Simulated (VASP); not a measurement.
A run of VASP 6.6.1 is set up as follows.

The input INCAR:

```
PREC = Accurate
ENCUT = 520
EDIFF = 1E-6
ISMEAR = -1
SIGMA = 0.03
LREAL = False
LASPH = True
NELM = 80
ALGO = Normal
ISIF = 2
LWAVE = False
LCHARG = False
NBANDS = 35
```

KPOINTS

```
regular mesh
0
Gamma
  10 10 3
```

POSCAR

```
MoS2
1.0
    3.0964732586      0.0000000000      0.0000000000
   -1.5482366293      2.6816245041      0.0000000000
    0.0000000000      0.0000000000     12.0440112067
Mo S
2 4
Direct
    0.3333333333      0.6666666667      0.2500000000
    0.6666666667      0.3333333333      0.7500000000
    0.3333333333      0.6666666667      0.6275000000
    0.6666666667      0.3333333333      0.1275000000
    0.3333333333      0.6666666667      0.8725000000
    0.6666666667      0.3333333333      0.3725000000
```

Potentials or basis: VASP PAW LDA potentials, release 64 (Mo_sv, S).

Command:

```console
$ cat potpaw_LDA.64/Mo_sv/POTCAR potpaw_LDA.64/S/POTCAR > POTCAR
$ mpirun -np 1 vasp_std > vasp.out
```

Task: Estimate the band gap on the k mesh.

Result: 0.82 eV (least direct gap 2.02 eV).

Task: Estimate the largest force.

Result: 1.997 eV/Å.

Task: Estimate the pressure.

Result: 12.7 GPa.

Forces in eV/Å, atoms in the order of the input:
```
Mo   0.000  0.000  0.000
Mo   0.000  0.000  0.000
S    0.000  0.000 -1.997
S    0.000  0.000 -1.997
S    0.000  0.000  1.997
S    0.000  0.000  1.997
```

Caveat: the cell stands under pressure; an odd mesh through Γ misses points on the zone boundary, where band edges can lie; forces of over 1 eV/Å act on the atoms, so gaps and moduli don't describe the material at rest.
